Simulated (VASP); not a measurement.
# AlN in VASP: further runs

AlN is run at these levels: PBEsol; tasks: single point.

All numbers are computed with VASP 6.6.1; they aren't measurements. Logs are shortened: lines on timing, memory, paths and dates and some standing lists are left out, and cuts for length are marked.

## Step 1: The cell of the first run

It takes space group F-43m (No. 216, cubic). The conventional cell has a = 4.355 Å, b = 4.355 Å, c = 4.355 Å, α = 90.00°, β = 90.00°, γ = 90.00°. Within 2.5 Å of Al (site symmetry -43m) lie 4 N at 1.89 Å. Within 2.5 Å of N (site symmetry -43m) lie 4 Al at 1.89 Å.

## Step 2: Single point, PBEsol

Input file INCAR:

```
SYSTEM = AlN
PREC     = Accurate       ! precision mode
ENCUT    = 600            ! plane-wave cutoff, eV
EDIFF    = 1E-6           ! SCF threshold, eV
ISMEAR   = 0              ! smearing method
SIGMA    = 0.01           ! smearing width, eV
LREAL    = .False.        ! projectors in reciprocal space
LASPH    = .True.         ! aspherical terms in the spheres
NELM     = 120            ! most SCF steps
ALGO     = Normal         ! electronic algorithm
ISIF     = 2              ! what is computed and relaxed
LWAVE    = .False.        ! write WAVECAR
LCHARG   = .False.        ! write CHGCAR
GGA      = PS             ! functional
NBANDS   = 11             ! bands
GGA_COMPAT= .False.
```

Input file KPOINTS:

```
regular mesh
0
Gamma
  8 8 8
  0 0 0
```

Input file POSCAR:

```
AlN
1.0
    0.0000000000      2.1777344481      2.1777344481
    2.1777344481      0.0000000000      2.1777344481
    2.1777344481      2.1777344481      0.0000000000
Al N
1 1
Direct
    0.0000000000      0.0000000000      0.0000000000
    0.2500000000      0.2500000000      0.2500000000
```

Potentials or basis: VASP PAW PBE potentials, release 64 (Al, N).

Launch:

```console
> cat potpaw_PBE.64/Al/POTCAR potpaw_PBE.64/N/POTCAR > POTCAR
> mpirun -np 1 vasp_std > vasp.out
```

OUTCAR:

```text
SYSTEM = AlN
   PREC = Accurate
   ENCUT = 600
   EDIFF = 1E-6
   ISMEAR = 0
   LREAL = .False.
   LASPH = .True.
   NELM = 120
   ISIF = 2
   GGA = PS

 ion  position               nearest neighbor table
   1  0.000  0.000  0.000-   2 1.89   2 1.89   2 1.89   2 1.89
   2  0.250  0.250  0.250-   1 1.89   1 1.89   1 1.89   1 1.89

  LATTYP: Found a face centered cubic cell.
 ALAT       =     4.3554688962

  Lattice vectors:

 A1 = (   0.0000000000,   2.1777344481,   2.1777344481)
 A2 = (   2.1777344481,   0.0000000000,   2.1777344481)
 A3 = (   2.1777344481,   2.1777344481,   0.0000000000)

Analysis of symmetry for initial positions (statically):
=====================================================================
 Subroutine PRICEL returns:
 Original cell was already a primitive cell.

 Routine SETGRP: Setting up the symmetry group for a
 face centered cubic supercell.

 Subroutine GETGRP returns: Found 24 space group operations
 (whereof 24 operations were pure point group operations)
 out of a pool of 48 trial point group operations.

The static configuration has the point symmetry T_d .

Analysis of symmetry for dynamics (positions and initial velocities):
=====================================================================
 Subroutine PRICEL returns:
 Original cell was already a primitive cell.

 Routine SETGRP: Setting up the symmetry group for a
 face centered cubic supercell.

 Subroutine GETGRP returns: Found 24 space group operations
 (whereof 24 operations were pure point group operations)
 out of a pool of 48 trial point group operations.

The dynamic configuration has the point symmetry T_d .

 Subroutine INISYM returns: Found 24 space group operations
 (whereof 24 operations are pure point group operations),
 and found     1 'primitive' translations

----------------------------------------------------------------------------------------

                                     Primitive cell

  volume of cell :      20.6559

  direct lattice vectors                    reciprocal lattice vectors
     0.000000000  2.177734448  2.177734448    -0.229596405  0.229596405  0.229596405
     2.177734448  0.000000000  2.177734448     0.229596405 -0.229596405  0.229596405
     2.177734448  2.177734448  0.000000000     0.229596405  0.229596405 -0.229596405

  length of vectors
     3.079781592  3.079781592  3.079781592     0.397672638  0.397672638  0.397672638

  position of ions in fractional coordinates (direct lattice)
     0.000000000  0.000000000  0.000000000
     0.250000000  0.250000000  0.250000000

  ion indices of the primitive-cell ions
[... 85 lines left out ...]
   PSTRESS=    0.0 pullay stress
   NELECT =       8.0000    total number of electrons
   NUPDOWN=      -1.0000    fix difference up-down
   EMIN   =  10.00;   EMAX   =-10.00  energy-range for DOS
   EFERMI =   0.00;   METHOD = LEGACY
   ISMEAR =     0;   SIGMA  =   0.01  broadening in eV -4-tet -1-fermi 0-gaus
   EFERMI_NEDOS =   21; number of points for ismear=-14 and -15
   IALGO  =     38    algorithm
   IMIX   =      4    mixing-type and parameters
     AMIX     =   0.40;   BMIX     =  1.00
     AMIX_MAG =   1.60;   BMIX_MAG =  1.00
  volume/ion in A,a.u.               =      10.33        69.70
  Fermi-wavevector in a.u.,A,eV,Ry     =   1.193319  2.255046 19.374837  1.424010
  Thomas-Fermi vector in A             =   2.329336
   LORBIT       =      0    0 simple, 1 ext, 2 COOP (PROOUT), +10 PAW based schemes
   GGA     = PS    functional components
   LHFCALC =     F    Hartree Fock is set to
   AEXX    =    0.0000 exact exchange contribution
   IVDW    =     0    specifies the selected vdW correction
   LEPSILON=     F    determine dielectric tensor
   LRPA    =     F    only Hartree local field effects (RPA)
 non-spin polarized calculation
 Gauss-broadening in eV      SIGMA  =   0.01
  energy-cutoff  :      600.00
  volume of cell :       20.66
 maximum number of plane-waves:       701
 NGX is ok and might be reduce to    28
   NGX = 13   NGY = 13   NGZ = 13

 number of electron       7.9999999 magnetization

 Free energy of the ion-electron system (eV)
  ---------------------------------------------------
  ext. energy  EPLUGINS =         0.00000000
  ---------------------------------------------------
  free energy    TOTEN  =       -15.60964488 eV

  energy without entropy =      -15.60964488  energy(sigma->0) =      -15.60964488

 E-fermi :   6.0565     XC(G=0): -11.1673

 val. band max:        5.9597094092   @ k =   0.0000   0.0000   0.0000
 cond. band min:       9.1503169536   @ k =   0.5000   0.5000   0.0000
 fundamental gap:      3.1906075445
 Fermi energy:         6.0565092736

 k-point     1 :       0.0000    0.0000    0.0000
  band No.  band energies     occupation
      1      -9.0498      2.00000
      2       5.9597      2.00000
      3       5.9597      2.00000
      4       5.9597      2.00000
      5      10.1685      0.00000
      6      18.5128      0.00000
      7      18.5128      0.00000
      8      18.5128      0.00000
      9      23.6153      0.00000
     10      23.6153      0.00000
     11      24.9847      0.00000
[... 309 lines left out ...]
 k-point    24 :      -0.3750    0.2500    0.1250
  band No.  band energies     occupation
      1      -6.6102      2.00000
      2       0.7346      2.00000
      3       3.7035      2.00000
      4       4.8252      2.00000
      5      12.9774      0.00000
      6      15.1907      0.00000
      7      18.1205      0.00000
      8      18.6287      0.00000
      9      23.1375      0.00000
     10      24.7001      0.00000
     11      27.9802      0.00000

 [... further k-points ...]

------------------------ aborting loop because EDIFF is reached ----------------------------------------

  FORCE on cell =-STRESS in cart. coord.  units (eV):
  Direction    XX          YY          ZZ          XY          YZ          ZX
  --------------------------------------------------------------------------------------
  -------------------------------------------------------------------------------------
  Total        0.3861509      0.3861509      0.3861509      0.0000000      0.0000000     -0.0000000
  in kB       29.9517971     29.9517971     29.9517971      0.0000000      0.0000000     -0.0000000
  external PRESSURE =      29.9517971 kB  Pullay stress =       0.0000000 kB

 VOLUME and BASIS-vectors are now :
 -----------------------------------------------------------------------------
  energy-cutoff  :      600.00
  volume of cell :       20.66
      direct lattice vectors                 reciprocal lattice vectors
     0.000000000  2.177734448  2.177734448    -0.229596405  0.229596405  0.229596405
     2.177734448  0.000000000  2.177734448     0.229596405 -0.229596405  0.229596405
     2.177734448  2.177734448  0.000000000     0.229596405  0.229596405 -0.229596405

 POSITION                                       TOTAL-FORCE (eV/Angst)
 -----------------------------------------------------------------------------------
      0.00000      0.00000      0.00000        -0.000000     -0.000000     -0.000000
      1.08887      1.08887      1.08887         0.000000      0.000000      0.000000
 -----------------------------------------------------------------------------------
    total drift:                                0.000000      0.000000      0.000000

  FREE ENERGIE OF THE ION-ELECTRON SYSTEM (eV)
  ---------------------------------------------------
  free  energy   TOTEN  =       -15.6096448830 eV

  energy  without entropy=      -15.6096448830  energy(sigma->0) =      -15.60964488
```

OSZICAR:

```text
N       E                     dE             d eps       ncg     rms          rms(c)
DAV:   1     0.153278390403E+02    0.15328E+02   -0.40877E+03   638   0.679E+02
DAV:   2    -0.167213461010E+02   -0.32049E+02   -0.31050E+02   763   0.158E+02
DAV:   3    -0.178535364798E+02   -0.11322E+01   -0.11300E+01   789   0.283E+01
DAV:   4    -0.178593935106E+02   -0.58570E-02   -0.58564E-02   728   0.218E+00
DAV:   5    -0.178594599763E+02   -0.66466E-04   -0.66465E-04   776   0.227E-01    0.832E+00
DAV:   6    -0.156516542240E+02    0.22078E+01   -0.10814E+01   786   0.171E+01    0.284E+00
DAV:   7    -0.156278893778E+02    0.23765E-01   -0.15528E-01   713   0.302E+00    0.201E+00
DAV:   8    -0.156108119613E+02    0.17077E-01   -0.26802E-02   701   0.164E+00    0.548E-01
DAV:   9    -0.156096351554E+02    0.11768E-02   -0.32175E-03   773   0.372E-01    0.228E-01
DAV:  10    -0.156096439967E+02   -0.88413E-05   -0.28997E-04   704   0.115E-01    0.176E-02
DAV:  11    -0.156096448830E+02   -0.88630E-06   -0.26994E-06   761   0.144E-02
   1 F= -.15609645E+02 E0= -.15609645E+02  d E =-.667879E-45
```

Wall time 4.5 s (1 thread of Intel Xeon 6975P-C (Granite Rapids), shared host); peak memory 0.15 GiB.

Results:

| Item | Value |
| --- | --- |
| Free energy | -15.6096 eV |
| Pressure | 3.0 GPa |
| Band gap on the k mesh | 3.19 eV (least direct gap 4.21 eV) |

Levels at points of the mesh, in eV from the valence-band top:
```tsv
k point	band 1	band 2	band 3	band 4	band 5	band 6	band 7	band 8	band 9
(0.00, 0.00, 0.00)	-15.01	0.00	0.00	0.00	4.21	12.55	12.55	12.55	17.66
(0.50, 0.00, 0.00)	-12.90	-5.95	-0.48	-0.48	7.36	9.82	11.09	11.09	17.94
(0.50, 0.50, 0.00)	-12.24	-4.97	-1.80	-1.80	3.19	8.53	13.99	15.73	15.73
```

Caveat: the PAW data sets were made with another functional, which shifts forces and pressure a little. A k mesh can miss the band edges.

## Step 3: Single point, PBEsol

This run uses another cell than the first one, of 10.64 Å³/atom.

Input file INCAR:

```
PREC = Accurate
ENCUT = 600
EDIFF = 1E-6
ISMEAR = 0
SIGMA = 0.01
LREAL = F
LASPH = T
NELM = 120
ALGO = Normal
ISIF = 2
LWAVE = F
LCHARG = F
GGA = PS
NBANDS = 11
GGA_COMPAT = F
```

Input file KPOINTS:

```
Automatic mesh
0
Gamma
  8 8 8
```

Input file POSCAR:

```
AlN
1.0
    0.0000000000      2.1996212265      2.1996212265
    2.1996212265      0.0000000000      2.1996212265
    2.1996212265      2.1996212265      0.0000000000
Al N
1 1
Direct
    0.0000000000      0.0000000000      0.0000000000
    0.2500000000      0.2500000000      0.2500000000
```

Potentials or basis: VASP PAW PBE potentials, release 64 (Al, N).

Launch:

```console
> cat potpaw_PBE.64/Al/POTCAR potpaw_PBE.64/N/POTCAR > POTCAR
> mpirun -np 1 vasp_std > vasp.out
```

It took 4.4 s on 1 thread of Intel Xeon 6975P-C (Granite Rapids), shared host; peak memory 0.15 GiB.

Results (log left out):

| Item | Value |
| --- | --- |
| Free energy | -15.6102 eV |
| Pressure | -3.1 GPa |
| Band gap on the k mesh | 3.18 eV (least direct gap 3.95 eV) |

Levels at points of the mesh, in eV from the valence-band top:
```
           k point  band 1  band 2  band 3  band 4  band 5  band 6  band 7  band 8
(0.00, 0.00, 0.00)  -14.84    0.00    0.00    0.00    3.95   12.26   12.26   12.26
(0.50, 0.00, 0.00)  -12.81   -5.82   -0.48   -0.48    7.09    9.62   10.90   10.90
(0.50, 0.50, 0.00)  -12.19   -4.88   -1.77   -1.77    3.18    8.35   13.59   15.36
```

Caveat: the cell stands under tension; the PAW data sets were made with another functional, which shifts forces and pressure a little. A k mesh can miss the band edges.

## Step 4: Single point, PBEsol (z stretched by +0.5 %, x and y held)

Input file INCAR:

```
PREC     = Accurate       # precision mode
ENCUT    = 600            # plane-wave cutoff, eV
EDIFF    = 1E-6           # SCF threshold, eV
ISMEAR   = 0              # smearing method
SIGMA    = 0.01           # smearing width, eV
LREAL    = False          # projectors in reciprocal space
LASPH    = True           # aspherical terms in the spheres
NELM     = 120            # most SCF steps
ALGO     = Normal         # electronic algorithm
ISIF     = 2              # what is computed and relaxed
LWAVE    = False          # write WAVECAR
LCHARG   = False          # write CHGCAR
GGA      = PS             # functional
NBANDS   = 11             # bands
GGA_COMPAT= False
```

Input file KPOINTS:

```
regular mesh
0
Gamma
  8 8 8
```

Input file POSCAR:

```
AlN
1.0
    0.0000000000      2.1886778373      2.1996212265
    2.1886778373      0.0000000000      2.1996212265
    2.1886778373      2.1886778373      0.0000000000
Al N
1 1
Direct
    0.0000000000      0.0000000000      0.0000000000
    0.2500000000      0.2500000000      0.2500000000
```

Launch:

```console
> cat potpaw_PBE.64/Al/POTCAR potpaw_PBE.64/N/POTCAR > POTCAR
> mpirun -np 1 vasp_std > vasp.out
```

Wall time 8.1 s (1 thread of Intel Xeon 6975P-C (Granite Rapids), shared host); peak memory 0.15 GiB.

It converged, with:

| Item | Value |
| --- | --- |
| Free energy | -15.6125 eV |
| Pressure | -1.1 GPa |
| Band gap on the k mesh | 3.17 eV (least direct gap 4.03 eV) |

Stress tensor (GPa, compression positive):
```
-0.92  0.00  0.00
 0.00 -0.92  0.00
 0.00  0.00 -1.57
```

Levels at points of the mesh, in eV from the valence-band top:
```tsv
k point	band 1	band 2	band 3	band 4	band 5	band 6	band 7	band 8
(0.00, 0.00, 0.00)	-14.90	-0.02	0.00	0.00	4.03	12.35	12.35	12.35
(0.50, 0.00, 0.00)	-12.85	-5.87	-0.51	-0.47	7.18	9.68	10.91	11.00
(0.50, 0.50, 0.00)	-12.23	-4.95	-1.76	-1.76	3.19	8.46	13.65	15.51
(0.50, 0.00, 0.50)	-12.21	-4.90	-1.80	-1.80	3.17	8.38	13.74	15.39
```

Caveat: the cell differs from its parent crystal (z stretched by +0.5 %, x and y held); the PAW data sets were made with another functional, which shifts forces and pressure a little. A k mesh can miss the band edges.

## Step 5: Single point, PBEsol (equal xy, yz and zx engineering shears of -0.5 %)

Input file INCAR:

```
ALGO = Normal ; EDIFF = 1E-6
ENCUT = 600 ; GGA = PS
GGA_COMPAT = False ; ISIF = 2
ISMEAR = 0 ; LASPH = True
LCHARG = False ; LREAL = False
LWAVE = False ; NBANDS = 11
NELM = 120 ; PREC = Accurate
SIGMA = 0.01
```

Input file KPOINTS:

```
k-points
0
Gamma
  8 8 8
```

Input file POSCAR:

```
AlN
1.0
   -0.0109433892      2.1832061427      2.1832061427
    2.1832061427     -0.0109433892      2.1832061427
    2.1832061427      2.1832061427     -0.0109433892
Al N
1 1
Direct
   -0.0003577481     -0.0003577481     -0.0003577481
    0.2503577481      0.2503577481      0.2503577481
```

Launch:

```console
> cat potpaw_PBE.64/Al/POTCAR potpaw_PBE.64/N/POTCAR > POTCAR
> mpirun -np 1 vasp_std > vasp.out
```

Run time: 9.4 s. Hardware: 1 thread of Intel Xeon 6975P-C (Granite Rapids), shared host; peak memory 0.15 GiB.

Results (log left out):

- Free energy: -15.6120 eV
- Pressure: -0.1 GPa
- Band gap on the k mesh: 3.14 eV (least direct gap 4.03 eV)

Stress tensor (GPa, compression positive):
```
-0.11  0.90  0.90
 0.90 -0.11  0.90
 0.90  0.90 -0.11
```

Levels at points of the mesh, in eV from the valence-band top:
| k point | band 1 | band 2 | band 3 | band 4 | band 5 | band 6 | band 7 | band 8 | band 9 |
| --- | --- | --- | --- | --- | --- | --- | --- | --- | --- |
| (0.00, 0.00, 0.00) | -14.96 | -0.06 | -0.06 | 0.00 | 4.03 | 12.30 | 12.30 | 12.50 | 17.49 |
| (0.50, 0.00, 0.00) | -12.91 | -5.94 | -0.53 | -0.49 | 7.21 | 9.68 | 10.93 | 11.03 | 17.70 |
| (0.50, 0.50, 0.00) | -12.26 | -4.97 | -1.86 | -1.79 | 3.14 | 8.40 | 13.74 | 15.48 | 15.53 |
| (0.50, 0.50, 0.50) | -12.87 | -5.90 | -0.56 | -0.56 | 7.13 | 9.68 | 10.87 | 10.87 | 17.70 |

Caveat: the cell differs from its parent crystal (equal xy, yz and zx engineering shears of -0.5 %); the PAW data sets were made with another functional, which shifts forces and pressure a little. A k mesh can miss the band edges.

## Step 6: The runs side by side

```csv
cell,gap on the mesh (eV),pressure (GPa)
"a = 3.080 Å, angles 60.0°, 2 atoms",3.19,3.0
"a = 3.111 Å, angles 60.0°, 2 atoms",3.18,-3.1
"a = 3.103, b = 3.103, c = 3.095 Å, angles 60.1, 60.1, 59.8°, 2 atoms",3.17,-1.1
"a = 3.088 Å, angles 60.3°, 2 atoms",3.14,-0.1
```

Alike in all rows: task single point; level PBEsol; potentials or basis VASP PAW PBE potentials, release 64 (Al, N); no spin polarisation; k mesh 8 × 8 × 8; cutoff (eV) 600; smearing gaussian 0.01 eV.

Caveats: the PAW data sets were made with another functional, which shifts forces and pressure a little; the cell stands under tension (at least some runs).

Absolute energies hang on the potentials; compare differences alone.
